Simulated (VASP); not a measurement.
# RbBr (P4/mmm) in VASP: single point with r2SCAN

Aim: the single point of RbBr with r2SCAN.

Everything below comes from runs of VASP 6.6.1. Logs are shortened: lines on timing, memory, paths and dates and some standing lists are left out, and cuts for length are marked.

### 1 The cell of the first run

Symmetry: P4/mmm, No. 123, tetragonal system. The conventional cell has a = 4.124 Å, b = 4.124 Å, c = 4.336 Å, α = 90.00°, β = 90.00°, γ = 90.00°. Within 4.8 Å of Rb (site symmetry 4/mmm) lie 8 Br at 3.63 Å and 6 Rb at 4.12 to 4.34 Å. Within 4.8 Å of Br (site symmetry 4/mmm) lie 8 Rb at 3.63 Å and 6 Br at 4.12 to 4.34 Å.

### 2 Single point, r2SCAN (uniaxial y strain +5.1%)

POSCAR reads:

```
RbBr
1.0
    4.1242532581      0.0000000000      0.0000000000
    0.0000000000      4.3358274503      0.0000000000
    0.0000000000      0.0000000000      4.1242532581
Rb Br
1 1
Direct
    0.0000000000      0.0000000000      0.0000000000
    0.5000000000      0.5000000000      0.5000000000
```

INCAR.step1 reads:

```
  PREC = Accurate
  ENCUT = 520
  ISMEAR = 0
  SIGMA = 0.01
  LREAL = F
  LASPH = T
  NELM = 60
  NBANDS = 15
  GGA = PE
  ALGO = Normal
  EDIFF = 1E-4
  LWAVE = T
  LCHARG = F
```

INCAR.step2 reads:

```
  PREC = Accurate
  ENCUT = 520
  EDIFF = 1E-7
  ISMEAR = 0
  SIGMA = 0.01
  LREAL = F
  LASPH = T
  NELM = 60
  ALGO = Normal
  ISIF = 2
  LWAVE = F
  LCHARG = F
  METAGGA = R2SCAN
  LMIXTAU = T
  NBANDS = 15
  ISTART = 1
```

KPOINTS reads:

```
regular mesh
0
Gamma
  6 6 6
```

Potentials or basis: VASP PAW PBE potentials, release 64 (Rb_sv, Br).

Command:

```sh
$ cat potpaw_PBE.64/Rb_sv/POTCAR potpaw_PBE.64/Br/POTCAR > POTCAR
$ cp INCAR.step1 INCAR
$ mpirun -np 1 vasp_std > vasp.out
$ cp INCAR.step2 INCAR
$ mpirun -np 1 vasp_std > vasp.out
```

OUTCAR:

```text
PREC = Accurate
   ENCUT = 520
   EDIFF = 1E-7
   ISMEAR = 0
   LREAL = F
   LASPH = T
   NELM = 60
   ISIF = 2
   METAGGA = R2SCAN
   ISTART = 1

 ion  position               nearest neighbor table
   1  0.000  0.000  0.000-   2 3.63   2 3.63   2 3.63   2 3.63   2 3.63   2 3.63   2 3.63   2 3.63

   2  0.500  0.500  0.500-   1 3.63   1 3.63   1 3.63   1 3.63   1 3.63   1 3.63   1 3.63   1 3.63

  LATTYP: Found a simple tetragonal cell.
 ALAT       =     4.1242532581
 C/A-ratio  =     1.0513000000

  Lattice vectors:

 A1 = (  -4.1242532581,   0.0000000000,   0.0000000000)
 A2 = (   0.0000000000,   0.0000000000,   4.1242532581)
 A3 = (   0.0000000000,   4.3358274503,   0.0000000000)

Analysis of symmetry for initial positions (statically):
=====================================================================
 Subroutine PRICEL returns:
 Original cell was already a primitive cell.

 Routine SETGRP: Setting up the symmetry group for a
 simple tetragonal supercell.

 Subroutine GETGRP returns: Found 16 space group operations
 (whereof 16 operations were pure point group operations)
 out of a pool of 16 trial point group operations.

The static configuration has the point symmetry D_4h.

Analysis of symmetry for dynamics (positions and initial velocities):
=====================================================================
 Subroutine PRICEL returns:
 Original cell was already a primitive cell.

 Routine SETGRP: Setting up the symmetry group for a
 simple tetragonal supercell.

 Subroutine GETGRP returns: Found 16 space group operations
 (whereof 16 operations were pure point group operations)
 out of a pool of 16 trial point group operations.

The dynamic configuration has the point symmetry D_4h.

 Subroutine INISYM returns: Found 16 space group operations
 (whereof 16 operations are pure point group operations),
 and found     1 'primitive' translations

----------------------------------------------------------------------------------------

                                     Primitive cell

  volume of cell :      73.7501

  direct lattice vectors                    reciprocal lattice vectors
     4.124253258  0.000000000  0.000000000     0.242468136  0.000000000  0.000000000
     0.000000000  4.335827450  0.000000000     0.000000000  0.230636484  0.000000000
     0.000000000  0.000000000  4.124253258     0.000000000  0.000000000  0.242468136

  length of vectors
     4.124253258  4.335827450  4.124253258     0.242468136  0.230636484  0.242468136

  position of ions in fractional coordinates (direct lattice)
[... 8 lines left out ...]
----------------------------------------------------------------------------------------

 KPOINTS: regular mesh

Automatic generation of k-mesh.
 Grid dimensions read from file:
 generate k-points for:    6    6    6

 Generating k-lattice:

  Cartesian coordinates                     Fractional coordinates (reciprocal lattice)
     0.040411356  0.000000000  0.000000000     0.166666667  0.000000000  0.000000000
     0.000000000  0.038439414  0.000000000     0.000000000  0.166666667  0.000000000
     0.000000000  0.000000000  0.040411356     0.000000000  0.000000000  0.166666667

  Length of vectors
     0.040411356  0.038439414  0.040411356

  Shift w.r.t. Gamma in fractional coordinates (k-lattice)
     0.000000000  0.000000000  0.000000000

 Subroutine IBZKPT returns following result:
 ===========================================

 Found     40 irreducible k-points:

 Following reciprocal coordinates:
            Coordinates               Weight
  0.000000  0.000000  0.000000      1.000000
  0.166667  0.000000  0.000000      4.000000
  0.333333  0.000000  0.000000      4.000000
  0.500000  0.000000  0.000000      2.000000
  0.000000  0.166667  0.000000      2.000000
  0.166667  0.166667  0.000000      8.000000
[... 16 lines left out ...]
  0.166667  0.333333  0.166667      8.000000
  0.333333  0.333333  0.166667     16.000000
 [... further k-points ...]
   k-points           NKPTS =     40   k-points in BZ     NKDIM =     40   number of bands    NBANDS=     15
   number of dos      NEDOS =    301   number of ions     NIONS =      2
   total plane-waves  NPLWV =  32768
   dimension x,y,z NGX =    32 NGY =   32 NGZ =   32
   dimension x,y,z NGXF=    64 NGYF=   64 NGZF=   64
   ions per type =               1   1
   NGX,Y,Z   is equivalent  to a cutoff of  12.90, 12.27, 12.90 a.u.
   NGXF,Y,Z  is equivalent  to a cutoff of  25.80, 24.54, 25.80 a.u.
 SYSTEM =  unknown system
   PREC   = accura    normal or accurate (medium, high low for compatibility)
   ISTART =      1    job   : 0-new  1-cont  2-samecut
   ICHARG =      0    charge: 1-file 2-atom 10-const
   ISPIN  =      1    spin polarized calculation?
   LNONCOLLINEAR =      F non collinear calculations
   LSORBIT =      F    spin-orbit coupling
   LASPH  =      T    aspherical Exc in radial PAW
   ENCUT  =  520.0 eV  38.22 Ry    6.18 a.u.   7.67  8.06  7.67*2*pi/ulx,y,z
   NELM   =     60;   NELMIN=  2; NELMDL=  0     # of ELM steps
   EDIFF  = 0.1E-06   stopping-criterion for ELM
   LREAL  =      F    real-space projection
   EDIFFG = 0.1E-05   stopping-criterion for IOM
   NSW    =      0    number of steps for IOM
   IBRION =     -1    ionic relax: 0-MD 1-quasi-New 2-CG
   NFREE  =      0    steps in history (QN), initial steepest desc. (CG)
   ISIF   =      2    stress and relaxation
   ISYM   =      2    0-nonsym 1-usesym 2-fastsym
   POTIM  = 0.5000    time-step for ionic-motion
   TEBEG  =    0.0;   TEEND  =   0.0 temperature during run
   PSTRESS=    0.0 pullay stress
   NELECT =      16.0000    total number of electrons
   NUPDOWN=      -1.0000    fix difference up-down
   EMIN   =  10.00;   EMAX   =-10.00  energy-range for DOS
   EFERMI =   0.00;   METHOD = LEGACY
   ISMEAR =     0;   SIGMA  =   0.01  broadening in eV -4-tet -1-fermi 0-gaus
   EFERMI_NEDOS =   21; number of points for ismear=-14 and -15
   IALGO  =     38    algorithm
   IMIX   =      4    mixing-type and parameters
     AMIX     =   0.40;   BMIX     =  1.00
     AMIX_MAG =   1.60;   BMIX_MAG =  1.00
  volume/ion in A,a.u.               =      36.88       248.85
  Fermi-wavevector in a.u.,A,eV,Ry     =   0.983695  1.858915 13.165766  0.967657
  Thomas-Fermi vector in A             =   2.114873
   LORBIT       =      0    0 simple, 1 ext, 2 COOP (PROOUT), +10 PAW based schemes
   METAGGA = R2SCAN    functional components
   LHFCALC =     F    Hartree Fock is set to
   AEXX    =    0.0000 exact exchange contribution
   IVDW    =     0    specifies the selected vdW correction
   LEPSILON=     F    determine dielectric tensor
   LRPA    =     F    only Hartree local field effects (RPA)
 non-spin polarized calculation
 Gauss-broadening in eV      SIGMA  =   0.01
  energy-cutoff  :      520.00
  volume of cell :       73.75
 maximum number of plane-waves:      2008
 NGX is ok and might be reduce to    32
   NGX = 15   NGY = 17   NGZ = 15

 number of electron      16.0000002 magnetization

 Free energy of the ion-electron system (eV)
  ---------------------------------------------------
  ext. energy  EPLUGINS =         0.00000000
  ---------------------------------------------------
  free energy    TOTEN  =       -31.09173046 eV

  energy without entropy =      -31.09173046  energy(sigma->0) =      -31.09173046

 E-fermi :  -1.0771     XC(G=0):  -8.1058

 val. band max:       -1.1914424018   @ k =   0.5000   0.5000   0.0000
 cond. band min:       3.3562567328   @ k =   0.0000   0.0000   0.0000
 fundamental gap:      4.5476991346
 Fermi energy:        -1.0771455589

 k-point     1 :       0.0000    0.0000    0.0000
  band No.  band energies     occupation
      1     -27.2502      2.00000
      2     -14.2466      2.00000
      3     -10.7082      2.00000
      4     -10.6842      2.00000
      5     -10.6842      2.00000
      6      -1.5752      2.00000
      7      -1.3360      2.00000
      8      -1.3360      2.00000
      9       3.3563      0.00000
     10       4.8186      0.00000
     11       4.9869      0.00000
     12       9.1927      0.00000
     13       9.1927      0.00000
     14       9.5818      0.00000
     15      11.6255      0.00000

 k-point     2 :       0.1667    0.0000    0.0000
  band No.  band energies     occupation
      1     -27.2451      2.00000
      2     -14.2386      2.00000
      3     -10.7290      2.00000
      4     -10.6963      2.00000
      5     -10.6738      2.00000
      6      -1.8076      2.00000
      7      -1.5886      2.00000
      8      -1.3397      2.00000
      9       3.9610      0.00000
     10       5.0844      0.00000
     11       5.5526      0.00000
     12       9.0217      0.00000
     13       9.3554      0.00000
     14       9.3570      0.00000
     15      10.7733      0.00000

 k-point     3 :       0.3333    0.0000    0.0000
  band No.  band energies     occupation
      1     -27.2350      2.00000
      2     -14.2245      2.00000
      3     -10.8106      2.00000
      4     -10.6722      2.00000
      5     -10.6530      2.00000
      6      -2.5460      2.00000
      7      -1.6171      2.00000
      8      -1.3485      2.00000
      9       5.2208      0.00000
     10       5.7244      0.00000
     11       6.7017      0.00000
     12       8.9040      0.00000
     13       9.0249      0.00000
     14       9.1088      0.00000
     15       9.7683      0.00000

 k-point     4 :       0.5000    0.0000    0.0000
  band No.  band energies     occupation
      1     -27.2300      2.00000
      2     -14.2183      2.00000
      3     -10.8474      2.00000
      4     -10.6600      2.00000
      5     -10.6425      2.00000
      6      -2.8559      2.00000
      7      -1.6322      2.00000
      8      -1.3536      2.00000
      9       6.1547      0.00000
     10       6.2931      0.00000
     11       6.9672      0.00000
     12       8.0726      0.00000
     13       9.0346      0.00000
     14       9.0986      0.00000
     15      10.0112      0.00000
[... 307 lines left out ...]
 k-point    22 :       0.5000    0.1667    0.1667
  band No.  band energies     occupation
      1     -27.2228      2.00000
      2     -14.1468      2.00000
      3     -10.9019      2.00000
      4     -10.7269      2.00000
      5     -10.7051      2.00000
      6      -2.6305      2.00000
      7      -1.8093      2.00000
      8      -1.5770      2.00000
      9       6.2333      0.00000
     10       6.3814      0.00000
     11       6.4584      0.00000
     12       8.0135      0.00000
     13       8.4496      0.00000
     14       8.7611      0.00000
     15      10.3976      0.00000

 k-point    23 :       0.1667    0.3333    0.1667
  band No.  band energies     occupation
      1     -27.2321      2.00000
      2     -14.1890      2.00000
      3     -10.7935      2.00000
      4     -10.7326      2.00000
      5     -10.7126      2.00000
      6      -2.3876      2.00000
      7      -1.7000      2.00000
      8      -1.6366      2.00000
      9       5.7180      0.00000
     10       6.2152      0.00000
     11       6.7378      0.00000
     12       8.1939      0.00000
     13       8.2398      0.00000
     14       8.3764      0.00000
     15      10.9411      0.00000

 k-point    24 :       0.3333    0.3333    0.1667
  band No.  band energies     occupation
      1     -27.2225      2.00000
      2     -14.1207      2.00000
      3     -10.8894      2.00000
      4     -10.7968      2.00000
      5     -10.7161      2.00000
      6      -2.2808      2.00000
      7      -2.1522      2.00000
      8      -1.6188      2.00000
      9       5.6496      0.00000
     10       6.5740      0.00000
     11       7.4115      0.00000
     12       7.4512      0.00000
     13       8.1684      0.00000
     14       8.6075      0.00000
     15      10.9742      0.00000

 [... further k-points ...]

------------------------ aborting loop because EDIFF is reached ----------------------------------------

  FORCE on cell =-STRESS in cart. coord.  units (eV):
  Direction    XX          YY          ZZ          XY          YZ          ZX
  --------------------------------------------------------------------------------------
  -------------------------------------------------------------------------------------
  Total       -0.1002870     -0.7713671     -0.1002870      0.0000000      0.0000000      0.0000000
  in kB       -2.1786749    -16.7574923     -2.1786749      0.0000000      0.0000000      0.0000000
  external PRESSURE =      -7.0382807 kB  Pullay stress =       0.0000000 kB

 VOLUME and BASIS-vectors are now :
 -----------------------------------------------------------------------------
  energy-cutoff  :      520.00
  volume of cell :       73.75
      direct lattice vectors                 reciprocal lattice vectors
     4.124253258  0.000000000  0.000000000     0.242468136  0.000000000  0.000000000
     0.000000000  4.335827450  0.000000000     0.000000000  0.230636484  0.000000000
     0.000000000  0.000000000  4.124253258     0.000000000  0.000000000  0.242468136

 POSITION                                       TOTAL-FORCE (eV/Angst)
 -----------------------------------------------------------------------------------
      0.00000      0.00000      0.00000         0.000000      0.000000      0.000000
      2.06213      2.16791      2.06213         0.000000      0.000000      0.000000
 -----------------------------------------------------------------------------------
    total drift:                                0.000000      0.000000     -0.000000

  FREE ENERGIE OF THE ION-ELECTRON SYSTEM (eV)
  ---------------------------------------------------
  free  energy   TOTEN  =       -31.0917304559 eV

  energy  without entropy=      -31.0917304559  energy(sigma->0) =      -31.09173046
```

Wall time 43 s (1 thread of Intel Xeon 6975P-C (Granite Rapids), shared host); peak memory 0.2 GiB.

Results:

- Free energy: -31.0917 eV
- Pressure: -0.7 GPa
- Band gap on the k mesh: 4.55 eV, indirect (least direct gap 4.69 eV)

Levels at points of the mesh, in eV from the valence-band top:
| k point | band 5 | band 6 | band 7 | band 8 | band 9 | band 10 | band 11 | band 12 |
| --- | --- | --- | --- | --- | --- | --- | --- | --- |
| (0.00, 0.00, 0.00) | -9.49 | -0.38 | -0.14 | -0.14 | 4.55 | 6.01 | 6.18 | 10.38 |
| (0.50, 0.00, 0.00) | -9.45 | -1.66 | -0.44 | -0.16 | 7.35 | 7.48 | 8.16 | 9.26 |
| (0.00, 0.50, 0.00) | -9.46 | -1.65 | -0.21 | -0.21 | 7.27 | 7.46 | 7.78 | 9.35 |
| (0.50, 0.50, 0.00) | -9.43 | -1.14 | -1.04 | 0.00 | 5.78 | 6.90 | 8.62 | 8.80 |
| (0.50, 0.00, 0.50) | -9.44 | -1.09 | -1.09 | -0.21 | 5.91 | 6.52 | 8.24 | 8.24 |
| (0.50, 0.50, 0.50) | -9.63 | -1.32 | -1.32 | -1.26 | 8.49 | 8.69 | 8.69 | 9.49 |

Caveat: the cell differs from its parent crystal (uniaxial y strain +5.1%); the PAW data sets were made with another functional, which shifts forces and pressure a little. A k mesh can miss the band edges.
